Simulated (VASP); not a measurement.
Input of a VASP 6.6.1 run:

File INCAR:

```
PREC = Accurate
ENCUT = 520
EDIFF = 1E-6
ISMEAR = 0
SIGMA = 0.05
LREAL = False
LASPH = True
NELM = 60
ALGO = Normal
ISIF = 2
LWAVE = False
LCHARG = True
GGA = PS
LELF = True
LVHAR = True
NBANDS = 26
```

The input KPOINTS:

```
regular mesh
0
Gamma
  6 6 10
```

The input POSCAR:

```
BN
1.0
    4.4642000000      0.0000000000      0.0000000000
    0.0000000000      4.4642000000      0.0000000000
    0.0000000000      0.0000000000      2.5380337638
B N
4 4
Direct
    0.1741337327      0.8258662673      0.5000000000
    0.3258662673      0.3258662673      0.0000000000
    0.6741337327      0.6741337327      0.0000000000
    0.8258662673      0.1741337327      0.5000000000
    0.8123909516      0.8123909516      0.5000000000
    0.3123909516      0.6876090484      0.0000000000
    0.6876090484      0.3123909516      0.0000000000
    0.1876090484      0.1876090484      0.5000000000
```

Potentials or basis: VASP PAW PBE potentials, release 64 (B, N).

Launch:

```bash
$ cat potpaw_PBE.64/B/POTCAR potpaw_PBE.64/N/POTCAR > POTCAR
$ mpirun -np 1 vasp_std > vasp.out
```

Problem. Predict the largest force.

Solution. 0.183 eV/Å.

Problem. Predict the pressure.

Solution. -9.2 GPa.

Problem. What does it give for the band gap on the k mesh?

Solution. 4.64 eV, indirect (least direct gap 5.74 eV).

Stress tensor (GPa, compression positive):
```
-12.83   0.00   0.00
  0.00 -12.83   0.00
  0.00   0.00  -1.87
```

Caveat: the PAW data sets were made with another functional, which shifts forces and pressure a little. A k mesh can miss the band edges.
